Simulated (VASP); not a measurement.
A run of VASP 6.6.1:

Contents of INCAR:

```
SYSTEM = BaBr
PREC = Accurate ; ENCUT = 520
EDIFF = 1E-6 ; ISMEAR = 0
SIGMA = 0.1 ; LREAL = .False.
LASPH = .True. ; NELM = 60
ALGO = Normal ; ISIF = 2
LWAVE = .False. ; LCHARG = .False.
GGA = PE ; NBANDS = 16
```

The input KPOINTS:

```
Automatic mesh
0
Gamma
  14 14 14
  0 0 0
```

Contents of POSCAR:

```
BaBr
1.0
    4.0556837918      0.0000000000      0.0000000000
    0.0000000000      4.0556837918      0.0000000000
    0.0000000000      0.0000000000      4.0556837918
Ba Br
1 1
Direct
    0.0000000000      0.0000000000      0.0000000000
    0.5000000000      0.5000000000      0.5000000000
```

Potentials or basis: VASP PAW PBE potentials, release 64 (Ba_sv, Br).

Launch:

```sh
$ cat potpaw_PBE.64/Ba_sv/POTCAR potpaw_PBE.64/Br/POTCAR > POTCAR
$ mpirun -np 1 vasp_std > vasp.out
```

Hardware: 1 thread of AMD EPYC 7R43 64-Core Processor (Zen 3) (shared host).

Q: Estimate the wall time of this run.

A: Wall time 65 s on 1 thread of AMD EPYC 7R43 64-Core Processor (Zen 3), with other jobs on the host, peak memory 0.23 GiB. Counts: scf iterations 11, k points 120.
